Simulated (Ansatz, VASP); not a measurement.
# Al: VASP beside Ansatz

INCAR

```
  ALGO = Normal
  EDIFF = 1E-6
  ENCUT = 520
  GGA = PE
  ISIF = 2
  ISMEAR = -1
  LASPH = True
  LCHARG = False
  LREAL = False
  LWAVE = False
  NBANDS = 8
  NELM = 60
  PREC = Accurate
  SIGMA = 0.03
```

File KPOINTS:

```
k-points
0
Gamma
  6 6 6
```

The input POSCAR:

```
Al
1.0
    0.0000000000      2.0248050000      2.0248050000
    2.0248050000      0.0000000000      2.0248050000
    2.0248050000      2.0248050000      0.0000000000
Al
1
Direct
    0.0000000000      0.0000000000      0.0000000000
```

The input input.yaml:

```yaml
crystal:
  lattice:
    - [0.0, 2.024805, 2.024805]
    - [2.024805, 0.0, 2.024805]
    - [2.024805, 2.024805, 0.0]
  atoms:
    - { symbol: Al, position: [0.0, 0.0, 0.0] }
kpoints:
  mp_grid: { grid: [6, 6, 6] }
scf:
  occupations: { method: fermi_dirac, width: 0.03 }
hamiltonian:
  xc: pbe
  pseudopotentials: { kind: all_electron, lapw: { basis_error: 0.002 } }
output:
  forces: true
  stress: true
  eigenvalues: true
```

Alike in both runs: task single point; functional PBE; k mesh 6 × 6 × 6; occupations fermi-dirac, width 0.03 eV; no spin polarisation.

```csv
,VASP,Ansatz
version,VASP 6.6.1,Ansatz 0.2.0
potentials or method,"VASP PAW PBE potentials, release 64 (Al), cutoff 520 eV","all-electron LAPW, scalar-relativistic"
```

|  | VASP | Ansatz | Ansatz less VASP |
| --- | --- | --- | --- |
| gap on the k mesh at the Fermi level (eV) | none | none | - |
| pressure (GPa) | 0.0 | 0.0 | +0.04 |

A gap of «none» marks a metal or a gap that the smearing closes. Ansatz ran all-electron here, and VASP with PAW potentials.

The k mesh is coarse, so the values compare programs but aren't converged. Noted on Ansatz's run: the k mesh is thin for a metal, which can move the energy by tens of meV per atom.
